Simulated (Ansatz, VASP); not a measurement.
## TiO2 in VASP and in Ansatz

```xyz
12
Lattice="4.5150 0.0000 0.0000 0.0000 5.4970 0.0000 0.0000 0.0000 4.9390" Properties=species:S:1:pos:R:3 pbc="T T T"
Ti    0.0000    0.9594    1.2348
Ti    2.2575    1.7891    3.7043
Ti    0.0000    4.5376    3.7043
Ti    2.2575    3.7079    1.2348
O     1.2208    2.0994    2.0729
O     1.0367    0.6491    4.5424
O     3.4783    0.6491    2.8661
O     3.2942    2.0994    0.3966
O     3.2942    3.3976    2.8661
O     3.4783    4.8479    0.3966
O     1.0367    4.8479    2.0729
O     1.2208    3.3976    4.5424
```

Alike in both runs: task electric field gradients; functional r2SCAN; k mesh 5 × 5 × 5; occupations fermi-dirac, width 0.02 eV; no spin polarisation.

|  | VASP | Ansatz |
| --- | --- | --- |
| version | VASP 6.6.1 | Ansatz 0.2.0 |
| potentials or method | VASP PAW PBE potentials, release 64 (Ti_sv, O) | plane-wave PAW, scalar-relativistic |
| plane-wave cutoff (eV) | 520 | 500 |
| valence electrons in the cell | 96 | 96 |

Ansatz gave:

* gap on the k mesh at the Fermi level (eV): 3.02
* pressure (GPa): -0.2
* traceless stress, the component that is largest in VASP (GPa): -2.12
* rms of the force components (eV/Å): 0.017
* size of Vzz on the site where it differs most (V/Å²): 30.8

Q: Which values does VASP return?

A: gap on the k mesh at the Fermi level (eV): 3.04; pressure (GPa): 1.2; traceless stress, the component that is largest in VASP (GPa): -1.97; rms of the force components (eV/Å): 0.055; size of Vzz on the site where it differs most (V/Å²): 28.7.

VASP's potentials were made for PBE, not for r2SCAN. Atom by atom the forces differ by 0.050 eV/Å (rms over components). The functional is the same, so the differences come from potentials, cutoffs and numerics.
